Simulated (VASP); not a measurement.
Be5H:

```
Be H
1.0
    -1.91399    1.91399    3.00933
     1.91399   -1.91399    3.00933
     1.91399    1.91399   -3.00933
Be H
5 1
Cartesian
  0.0000 1.9140 0.0000
  1.9140 0.0000 0.0000
  0.0000 0.0000 3.0093
  0.0000 1.9140 1.5047
  1.9140 0.0000 1.5047
  0.0000 0.0000 0.0000
```

The cell was built from a structure type or drawn by symmetry, and may not be a known phase.

```yaml
Program: VASP 6.6.1
Task: relaxation of cell and atoms
Functional: PBE
Potentials_or_basis: VASP PAW PBE potentials, release 64 (Be, H)
Cutoff: 600 eV
k_mesh: 6 × 6 × 6
Occupations: gaussian, width 0.1 eV
Spin: no spin polarisation
```

At the start: pressure 56.7 GPa; volume 7.35 Å³/atom.

Task: How do energy, volume and symmetry change on relaxing?

Result: Over 10 steps the energy falls by 1197.5 meV/atom and the volume is 9.74 Å³/atom (+32.5 %); space group I4/mmm (No. 139, to 0.1 Å) before and after.

The path:
| step | energy change (eV) | largest force (eV/Å) | pressure (GPa) | volume (Å³) |
| --- | --- | --- | --- | --- |
| 1 | 0.0000 | 0.0000 | 56.74 | 44.10 |
| 2 | -6.9399 | 0.0000 | -0.61 | 59.40 |
| 3 | -7.1439 | 0.0000 | 4.18 | 55.36 |
| 4 | -7.1557 | 0.0000 | 2.30 | 56.54 |
| 5 | -7.1602 | 0.0000 | 2.83 | 56.18 |
| 6 | -7.1595 | 0.0000 | 3.18 | 55.95 |
| 7 | -7.1794 | 0.0000 | 1.50 | 57.24 |
| 8 | -7.1834 | 0.0000 | 0.31 | 58.25 |
| 9 | -7.1835 | 0.0000 | 0.40 | 58.17 |
| 10 | -7.1850 | 0.0000 | 0.05 | 58.42 |

Final structure:
```cif
data_structure
_symmetry_space_group_name_H-M 'P 1'
_symmetry_Int_Tables_number 1
_cell_length_a 4.8693
_cell_length_b 4.8693
_cell_length_c 4.8693
_cell_angle_alpha 134.181
_cell_angle_beta 134.181
_cell_angle_gamma 66.806
_cell_volume 58.42
loop_
_atom_site_label
_atom_site_type_symbol
_atom_site_fract_x
_atom_site_fract_y
_atom_site_fract_z
_atom_site_occupancy
Be1 Be 0.50000 0.00000 0.50000 1
Be2 Be 0.00000 0.50000 0.50000 1
Be3 Be 0.50000 0.50000 0.00000 1
Be4 Be 0.75000 0.25000 0.50000 1
Be5 Be 0.25000 0.75000 0.50000 1
H1 H 0.00000 0.00000 0.00000 1
```

Caveat: the volume moved by over 15 % at a fixed basis, so the end points are rough.
